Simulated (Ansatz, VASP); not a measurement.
## CsCl: VASP beside Ansatz

POSCAR

```
CsCl
1.0
    4.2738216256      0.0000000000      0.0000000000
    0.0000000000      4.2738216256      0.0000000000
    0.0000000000      0.0000000000      4.2738216256
Cs Cl
1 1
Direct
    0.0000000000      0.0000000000      0.0000000000
    0.5000000000      0.5000000000      0.5000000000
```

INCAR.step1

```
SYSTEM = CsCl
  ALGO = Normal
  EDIFF = 1E-5
  ENCUT = 550
  GGA = PE
  GGA_COMPAT = .False.
  ISMEAR = 0
  LASPH = .True.
  LCHARG = .False.
  LREAL = .False.
  LWAVE = .True.
  NBANDS = 15
  NELM = 120
  PREC = Accurate
  SIGMA = 0.02
```

The input INCAR.step2:

```
SYSTEM = CsCl
  ALGO = Normal
  EDIFF = 1E-6
  ENCUT = 550
  GGA_COMPAT = .False.
  ISIF = 2
  ISMEAR = 0
  ISTART = 1
  LASPH = .True.
  LCHARG = .True.
  LELF = .True.
  LMIXTAU = .True.
  LREAL = .False.
  LVHAR = .True.
  LWAVE = .False.
  METAGGA = R2SCAN
  NBANDS = 15
  NELM = 120
  PREC = Accurate
  SIGMA = 0.02
```

Contents of KPOINTS:

```
k-points
0
Gamma
  6 6 6
  0 0 0
```

Input for Ansatz:

```yaml
crystal:
  lattice:
    - [4.2738216256, 0.0, 0.0]
    - [0.0, 4.2738216256, 0.0]
    - [0.0, 0.0, 4.2738216256]
  atoms:
    - { symbol: Cs, position: [0.0, 0.0, 0.0] }
    - { symbol: Cl, position: [0.5, 0.5, 0.5] }
basis:
  ecutwfc: 500
kpoints:
  mp_grid: { grid: [6, 6, 6] }
hamiltonian:
  xc: r2scan
scf:
  occupations: { method: gaussian, width: 0.02 }
output:
  forces: true
  stress: true
  eigenvalues: true
```

Alike in both runs: task single point; functional r2SCAN; k mesh 6 × 6 × 6; occupations gaussian, width 0.02 eV; no spin polarisation.

|  | VASP | Ansatz |
| --- | --- | --- |
| version | VASP 6.6.1 | Ansatz 0.2.0 |
| potentials or method | VASP PAW PBE potentials, release 64 (Cs_sv, Cl), cutoff 550 eV | scalar-relativistic, plane waves, PAW |
| valence electrons in the cell | 16 | 16 |

|  | VASP | Ansatz | Ansatz less VASP |
| --- | --- | --- | --- |
| gap on the k mesh at the Fermi level (eV) | 5.55 | 5.56 | +0.012 |
| least direct gap on the mesh (eV) | 5.55 | 5.56 | +0.012 |
| pressure (GPa) | -1.3 | -1.4 | -0.02 |

VASP's potentials were made for PBE, not for r2SCAN.

Spin-orbit coupling is off throughout.
